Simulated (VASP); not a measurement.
# Na2Bi (P-3m1) in VASP: a series of runs

Runs on Na2Bi. Level: PBE. Tasks: single point.

All numbers are computed with VASP 6.6.1; they aren't measurements. Logs are shortened: lines on timing, memory, paths and dates and some standing lists are left out, and cuts for length are marked.

**1. The cell of the first run**

The structure is trigonal, space group P-3m1 (No. 164). The conventional cell has a = 5.331 Å, b = 5.331 Å, c = 3.552 Å, α = 90.00°, β = 90.00°, γ = 120.00°. Na (site symmetry 3m) has 8 Na at 3.29 to 3.89 Å and 6 Bi at 3.30 to 3.88 Å within 4.3 Å. Bi (site symmetry -3m) has 12 Na at 3.30 to 3.88 Å and 2 Bi at 3.55 Å within 4.3 Å.

**2. Single point, PBE**

Input file INCAR:

```
  PREC = Accurate
  ENCUT = 520
  EDIFF = 1E-7
  ISMEAR = 0
  SIGMA = 0.1
  LREAL = False
  LASPH = True
  NELM = 60
  ALGO = Fast
  ISIF = 2
  LWAVE = False
  LCHARG = False
  GGA = PE
  NBANDS = 22
```

Input file KPOINTS:

```
Automatic mesh
0
Gamma
  6 6 6
```

Input file POSCAR:

```
Na2Bi
1.0
    5.3312780000      0.0000000000      0.0000000000
   -2.6656390000      4.6170222000      0.0000000000
    0.0000000000      0.0000000000      3.5524191000
Na Bi
2 1
Direct
    0.6666667000      0.3333333000      0.6646010000
    0.3333333000      0.6666667000      0.3353990000
    0.0000000000      0.0000000000      0.0000000000
```

Potentials or basis: VASP PAW PBE potentials, release 64 (Na_pv, Bi_d).

Command:

```bash
> cat potpaw_PBE.64/Na_pv/POTCAR potpaw_PBE.64/Bi_d/POTCAR > POTCAR
> mpirun -np 1 vasp_std > vasp.out
```

OUTCAR:

```text
PREC = Accurate
   ENCUT = 520
   EDIFF = 1E-7
   ISMEAR = 0
   LREAL = False
   LASPH = True
   NELM = 60
   ISIF = 2
   GGA = PE

 ion  position               nearest neighbor table
   1  0.667  0.333  0.665-   3 3.30   3 3.30   3 3.30
   2  0.333  0.667  0.335-   3 3.30   3 3.30   3 3.30
   3  0.000  0.000  0.000-   1 3.30   2 3.30   1 3.30   2 3.30   1 3.30   2 3.30

  LATTYP: Found a hexagonal cell.
 ALAT       =     5.3312780000
 C/A-ratio  =     0.6663353702

  Lattice vectors:

 A1 = (   5.3312780000,   0.0000000000,   0.0000000000)
 A2 = (  -2.6656390000,   4.6170222000,   0.0000000000)
 A3 = (   0.0000000000,   0.0000000000,   3.5524191000)

Analysis of symmetry for initial positions (statically):
=====================================================================
 Subroutine PRICEL returns:
 Original cell was already a primitive cell.

 Routine SETGRP: Setting up the symmetry group for a
 hexagonal supercell.

 Subroutine GETGRP returns: Found 12 space group operations
 (whereof 12 operations were pure point group operations)
 out of a pool of 24 trial point group operations.

The static configuration has the point symmetry D_3d.

Analysis of symmetry for dynamics (positions and initial velocities):
=====================================================================
 Subroutine PRICEL returns:
 Original cell was already a primitive cell.

 Routine SETGRP: Setting up the symmetry group for a
 hexagonal supercell.

 Subroutine GETGRP returns: Found 12 space group operations
 (whereof 12 operations were pure point group operations)
 out of a pool of 24 trial point group operations.

The dynamic configuration has the point symmetry D_3d.

 Subroutine INISYM returns: Found 12 space group operations
 (whereof 12 operations are pure point group operations),
 and found     1 'primitive' translations

----------------------------------------------------------------------------------------

                                     Primitive cell

  volume of cell :      87.4415

  direct lattice vectors                    reciprocal lattice vectors
     5.331278000  0.000000000  0.000000000     0.187572286  0.108294909  0.000000000
    -2.665639000  4.617022200  0.000000000     0.000000000  0.216589818  0.000000000
     0.000000000  0.000000000  3.552419100     0.000000000  0.000000000  0.281498318

  length of vectors
     5.331278000  5.331278015  3.552419100     0.216589819  0.216589818  0.281498318

  position of ions in fractional coordinates (direct lattice)
     0.666666700  0.333333300  0.664601000
     0.333333300  0.666666700  0.335399000
     0.000000000  0.000000000  0.000000000

  ion indices of the primitive-cell ions
   primitive index   ion index
                 1           1
                 2           2
                 3           3

----------------------------------------------------------------------------------------

 KPOINTS: Automatic mesh

Automatic generation of k-mesh.
 Grid dimensions read from file:
 generate k-points for:    6    6    6

 Generating k-lattice:

  Cartesian coordinates                     Fractional coordinates (reciprocal lattice)
     0.031262048  0.018049152  0.000000000     0.166666667 -0.000000000  0.000000000
     0.000000000  0.036098303  0.000000000     0.000000000  0.166666667  0.000000000
     0.000000000  0.000000000  0.046916386     0.000000000  0.000000000  0.166666667

  Length of vectors
     0.036098303  0.036098303  0.046916386

  Shift w.r.t. Gamma in fractional coordinates (k-lattice)
     0.000000000  0.000000000  0.000000000

 Subroutine IBZKPT returns following result:
 ===========================================

 Found     34 irreducible k-points:

 Following reciprocal coordinates:
            Coordinates               Weight
  0.000000  0.000000  0.000000      1.000000
  0.166667 -0.000000  0.000000      6.000000
  0.333333 -0.000000  0.000000      6.000000
  0.500000  0.000000  0.000000      3.000000
  0.166667  0.166667  0.000000      6.000000
  0.333333  0.166667  0.000000     12.000000
[... 16 lines left out ...]
  0.500000  0.000000  0.333333      6.000000
  0.166667  0.166667  0.333333     12.000000
 [... further k-points ...]
   k-points           NKPTS =     34   k-points in BZ     NKDIM =     34   number of bands    NBANDS=     22
   number of dos      NEDOS =    301   number of ions     NIONS =      3
   total plane-waves  NPLWV =  44800
   dimension x,y,z NGX =    40 NGY =   40 NGZ =   28
   dimension x,y,z NGXF=    80 NGYF=   80 NGZF=   56
   ions per type =               2   1
   NGX,Y,Z   is equivalent  to a cutoff of  12.47, 12.47, 13.10 a.u.
   NGXF,Y,Z  is equivalent  to a cutoff of  24.95, 24.95, 26.21 a.u.
 SYSTEM =  unknown system
   PREC   = accura    normal or accurate (medium, high low for compatibility)
   ISTART =      0    job   : 0-new  1-cont  2-samecut
   ICHARG =      2    charge: 1-file 2-atom 10-const
   ISPIN  =      1    spin polarized calculation?
   LNONCOLLINEAR =      F non collinear calculations
   LSORBIT =      F    spin-orbit coupling
   LASPH  =      T    aspherical Exc in radial PAW
   ENCUT  =  520.0 eV  38.22 Ry    6.18 a.u.   9.91  9.91  6.61*2*pi/ulx,y,z
   NELM   =     60;   NELMIN=  2; NELMDL= -5     # of ELM steps
   EDIFF  = 0.1E-06   stopping-criterion for ELM
   LREAL  =      F    real-space projection
   EDIFFG = 0.1E-05   stopping-criterion for IOM
   NSW    =      0    number of steps for IOM
   IBRION =     -1    ionic relax: 0-MD 1-quasi-New 2-CG
   NFREE  =      0    steps in history (QN), initial steepest desc. (CG)
   ISIF   =      2    stress and relaxation
   ISYM   =      2    0-nonsym 1-usesym 2-fastsym
   POTIM  = 0.5000    time-step for ionic-motion
   TEBEG  =    0.0;   TEEND  =   0.0 temperature during run
   PSTRESS=    0.0 pullay stress
   NELECT =      29.0000    total number of electrons
   NUPDOWN=      -1.0000    fix difference up-down
   EMIN   =  10.00;   EMAX   =-10.00  energy-range for DOS
   EFERMI =   0.00;   METHOD = LEGACY
   ISMEAR =     0;   SIGMA  =   0.10  broadening in eV -4-tet -1-fermi 0-gaus
   EFERMI_NEDOS =   21; number of points for ismear=-14 and -15
   IALGO  =     68    algorithm
   IMIX   =      4    mixing-type and parameters
     AMIX     =   0.40;   BMIX     =  1.00
     AMIX_MAG =   1.60;   BMIX_MAG =  1.00
  volume/ion in A,a.u.               =      29.15       196.69
  Fermi-wavevector in a.u.,A,eV,Ry     =   1.133187  2.141413 17.471422  1.284113
  Thomas-Fermi vector in A             =   2.269890
   LORBIT       =      0    0 simple, 1 ext, 2 COOP (PROOUT), +10 PAW based schemes
   GGA     = PE    functional components
   LHFCALC =     F    Hartree Fock is set to
   AEXX    =    0.0000 exact exchange contribution
   IVDW    =     0    specifies the selected vdW correction
   LEPSILON=     F    determine dielectric tensor
   LRPA    =     F    only Hartree local field effects (RPA)
 non-spin polarized calculation
 RMM-DIIS sequential band-by-band and
 Gauss-broadening in eV      SIGMA  =   0.10
  energy-cutoff  :      520.00
  volume of cell :       87.44
 maximum number of plane-waves:      2390
   NGX = 19   NGY = 19   NGZ = 13

 number of electron      28.9999994 magnetization

 Free energy of the ion-electron system (eV)
  ---------------------------------------------------
  ext. energy  EPLUGINS =         0.00000000
  ---------------------------------------------------
  free energy    TOTEN  =        -7.49423623 eV

  energy without entropy =       -7.49025920  energy(sigma->0) =       -7.49224772

 E-fermi :   3.3944     XC(G=0):  -8.2699

 val. band max:        3.2191782253   @ k =   0.3333  -0.0000   0.5000
 cond. band min:       3.4168139069   @ k =   0.1667  -0.0000   0.1667
 fundamental gap:      0.1976356816
 Fermi energy:         3.3944221730

 k-point     1 :       0.0000    0.0000    0.0000
  band No.  band energies     occupation
      1     -21.4761      2.00000
      2     -21.4761      2.00000
      3     -21.4498      2.00000
      4     -21.4407      2.00000
      5     -21.4342      2.00000
      6     -21.4341      2.00000
[... 14 lines left out ...]
     21      14.2230      0.00000
     22      14.3470      0.00000

 k-point     2 :       0.1667   -0.0000    0.0000
  band No.  band energies     occupation
      1     -21.4770      2.00000
      2     -21.4744      2.00000
      3     -21.4504      2.00000
      4     -21.4408      2.00000
      5     -21.4353      2.00000
      6     -21.4332      2.00000
[... 14 lines left out ...]
     21      13.2910      0.00000
     22      13.8245      0.00000

 k-point     3 :       0.3333   -0.0000    0.0000
  band No.  band energies     occupation
      1     -21.4786      2.00000
      2     -21.4712      2.00000
      3     -21.4524      2.00000
      4     -21.4410      2.00000
      5     -21.4365      2.00000
      6     -21.4315      2.00000
[... 14 lines left out ...]
     21      11.8538      0.00000
     22      12.1892      0.00000

 k-point     4 :       0.5000    0.0000    0.0000
  band No.  band energies     occupation
      1     -21.4794      2.00000
      2     -21.4698      2.00000
      3     -21.4537      2.00000
      4     -21.4411      2.00000
      5     -21.4365      2.00000
      6     -21.4306      2.00000
[... 14 lines left out ...]
     21      11.1982      0.00000
     22      11.7708      0.00000

 k-point     5 :       0.1667    0.1667    0.0000
  band No.  band energies     occupation
      1     -21.4789      2.00000
      2     -21.4711      2.00000
      3     -21.4521      2.00000
      4     -21.4408      2.00000
      5     -21.4370      2.00000
      6     -21.4313      2.00000
[... 14 lines left out ...]
     21      11.8598      0.00000
     22      13.0308      0.00000

 k-point     6 :       0.3333    0.1667    0.0000
  band No.  band energies     occupation
      1     -21.4811      2.00000
      2     -21.4671      2.00000
      3     -21.4551      2.00000
      4     -21.4407      2.00000
      5     -21.4380      2.00000
      6     -21.4292      2.00000
[... 14 lines left out ...]
     21      11.6613      0.00000
     22      12.1811      0.00000

 k-point     7 :       0.3333    0.3333    0.0000
  band No.  band energies     occupation
      1     -21.4827      2.00000
      2     -21.4607      2.00000
      3     -21.4607      2.00000
      4     -21.4398      2.00000
      5     -21.4398      2.00000
      6     -21.4277      2.00000
[... 324 lines left out ...]
      6     -21.4344      2.00000
[... 14 lines left out ...]
     21       9.3026      0.00000
     22      10.7384      0.00000

 k-point    21 :       0.3333   -0.0000    0.3333
  band No.  band energies     occupation
      1     -21.4794      2.00000
      2     -21.4723      2.00000
      3     -21.4720      2.00000
      4     -21.4547      2.00000
      5     -21.4365      2.00000
      6     -21.4331      2.00000
[... 14 lines left out ...]
     21       9.5413      0.00000
     22      12.2209      0.00000

 k-point    22 :       0.0000    0.3333    0.3333
  band No.  band energies     occupation
      1     -21.4797      2.00000
      2     -21.4728      2.00000
      3     -21.4726      2.00000
      4     -21.4544      2.00000
      5     -21.4360      2.00000
      6     -21.4325      2.00000
[... 14 lines left out ...]
     21       9.3456      0.00000
     22      11.9005      0.00000

 k-point    23 :       0.5000    0.0000    0.3333
  band No.  band energies     occupation
      1     -21.4799      2.00000
      2     -21.4746      2.00000
      3     -21.4732      2.00000
      4     -21.4510      2.00000
      5     -21.4373      2.00000
      6     -21.4319      2.00000
[... 14 lines left out ...]
     21      10.7029      0.00000
     22      11.2484      0.00000

 k-point    24 :       0.1667    0.1667    0.3333
  band No.  band energies     occupation
      1     -21.4789      2.00000
      2     -21.4727      2.00000
      3     -21.4709      2.00000
      4     -21.4561      2.00000
      5     -21.4364      2.00000
      6     -21.4330      2.00000
[... 14 lines left out ...]
     21      10.4303      0.00000
     22      11.0709      0.00000

 [... further k-points ...]

------------------------ aborting loop because EDIFF is reached ----------------------------------------

  FORCE on cell =-STRESS in cart. coord.  units (eV):
  Direction    XX          YY          ZZ          XY          YZ          ZX
  --------------------------------------------------------------------------------------
  -------------------------------------------------------------------------------------
  Total        0.2318778      0.2318778     -0.7717851      0.0000000      0.0000000      0.0000000
  in kB        4.2486628      4.2486628    -14.1413052      0.0000000      0.0000000      0.0000000
  external PRESSURE =      -1.8813265 kB  Pullay stress =       0.0000000 kB

 VOLUME and BASIS-vectors are now :
 -----------------------------------------------------------------------------
  energy-cutoff  :      520.00
  volume of cell :       87.44
      direct lattice vectors                 reciprocal lattice vectors
     5.331278000  0.000000000  0.000000000     0.187572286  0.108294909  0.000000000
    -2.665639000  4.617022200  0.000000000     0.000000000  0.216589818  0.000000000
     0.000000000  0.000000000  3.552419100     0.000000000  0.000000000  0.281498318

 POSITION                                       TOTAL-FORCE (eV/Angst)
 -----------------------------------------------------------------------------------
      2.66564      1.53901      2.36094         0.000000     -0.000000      0.023349
     -0.00000      3.07801      1.19148        -0.000000      0.000000     -0.023349
      0.00000      0.00000      0.00000         0.000000      0.000000      0.000000
 -----------------------------------------------------------------------------------
    total drift:                               -0.000000      0.000000      0.000000

  FREE ENERGIE OF THE ION-ELECTRON SYSTEM (eV)
  ---------------------------------------------------
  free  energy   TOTEN  =        -7.4942362310 eV

  energy  without entropy=       -7.4902592004  energy(sigma->0) =       -7.49224772
```

Run time: 38 s. Hardware: 1 thread of Intel Xeon 6975P-C (Granite Rapids), shared host; peak memory 0.23 GiB.

Results:

- Free energy: -7.4942 eV
- Pressure: -0.2 GPa
- Largest force: 0.023 eV/Å
- Band gap on the k mesh: zero (an odd number of electrons rules out a gap without spin polarisation)

Forces in eV/Å, atoms in the order of the input:
```
Na   0.000  0.000  0.023
Na   0.000  0.000 -0.023
Bi   0.000  0.000  0.000
```

Stress tensor (GPa, compression positive):
```
 0.42  0.00  0.00
 0.00  0.42  0.00
 0.00  0.00 -1.41
```

Caveat: spin-orbit coupling is left out, which moves the levels of the heavy elements.

**3. Single point, PBE**

This run uses another cell than the first one: it holds 6 atoms, not 3.

Input file INCAR:

```
  ALGO = Fast
  EDIFF = 1E-6
  ENCUT = 520
  GGA = PE
  ISIF = 2
  ISMEAR = 0
  LASPH = T
  LCHARG = F
  LREAL = F
  LWAVE = F
  NBANDS = 38
  NELM = 60
  PREC = Accurate
  SIGMA = 0.2
```

Input file KPOINTS:

```
k-points
0
Gamma
  6 4 4
```

Input file POSCAR:

```
Na2Bi
1.0
    0.0000000000      0.0000000000     -3.5524191000
    2.6656390050     -4.6170221913      0.0000000000
   -7.9969170150     -4.6170221913      0.0000000000
Na Bi
4 2
Direct
    0.3353990000      0.0000000000      0.6666666667
    0.3353990000      0.5000000000      0.1666666667
    0.6646010000      0.5000000000      0.8333333333
    0.6646010000      0.0000000000      0.3333333333
    0.0000000000      0.0000000000      0.0000000000
    0.0000000000      0.5000000000      0.5000000000
```

Potentials or basis: VASP PAW PBE potentials, release 64 (Na_pv, Bi_d).

Command:

```bash
> cat potpaw_PBE.64/Na_pv/POTCAR potpaw_PBE.64/Bi_d/POTCAR > POTCAR
> mpirun -np 1 vasp_std > vasp.out
```

Wall time 2.3 min (1 thread of Intel Xeon 6975P-C (Granite Rapids), shared host); peak memory 0.38 GiB.

It converged, with:

```yaml
Free_energy: -14.9908 eV
Pressure: 0.0 GPa
Largest_force: 0.024 eV/Å
Band_gap_on_the_k_mesh: zero (bands 29 and 30 overlap by 3.76 eV)
```

Forces in eV/Å, atoms in the order of the input:
```
Na  -0.003 -0.002  0.024
Na  -0.003 -0.002  0.024
Na   0.003  0.002 -0.024
Na   0.003  0.002 -0.024
Bi   0.000  0.000  0.000
Bi   0.000  0.000  0.000
```

Stress tensor (GPa, compression positive):
```
 0.60 -0.03  0.00
-0.03  0.63  0.00
 0.00  0.00 -1.38
```

Levels at points of the mesh, in eV from the Fermi level:
| k point | band 25 | band 26 | band 27 | band 28 | band 29 | band 30 | band 31 | band 32 | band 33 | band 34 |
| --- | --- | --- | --- | --- | --- | --- | --- | --- | --- | --- |
| (0.00, 0.00, 0.00) | -3.57 | -1.86 | -1.36 | -1.36 | -0.58 | 0.51 | 2.71 | 2.72 | 2.78 | 3.12 |
| (0.50, 0.00, 0.00) | -3.63 | -3.16 | -1.57 | -0.25 | 0.20 | 0.20 | 1.04 | 2.09 | 3.18 | 3.32 |
| (0.00, 0.50, 0.00) | -3.30 | -3.30 | -2.52 | -2.52 | 2.37 | 2.37 | 2.43 | 2.43 | 3.13 | 3.13 |
| (0.50, 0.50, 0.00) | -3.16 | -3.16 | -1.34 | -1.34 | -0.72 | -0.72 | 1.40 | 1.40 | 2.29 | 2.29 |
| (0.00, 0.00, 0.50) | -2.87 | -2.87 | -1.64 | -1.64 | 0.75 | 0.75 | 2.53 | 2.53 | 3.01 | 3.01 |
| (0.50, 0.00, 0.50) | -3.41 | -3.41 | -0.93 | -0.93 | -0.05 | -0.05 | 1.91 | 1.91 | 3.27 | 3.27 |
| (0.00, 0.50, 0.50) | -3.58 | -3.58 | -1.86 | -1.86 | 0.51 | 0.51 | 3.12 | 3.12 | 4.98 | 4.98 |
| (0.50, 0.50, 0.50) | -3.16 | -3.16 | -1.58 | -1.58 | -0.25 | -0.25 | 1.04 | 1.04 | 3.18 | 3.18 |

Caveat: spin-orbit coupling is left out, which moves the levels of the heavy elements.

(Continued in part 2 of 2.)
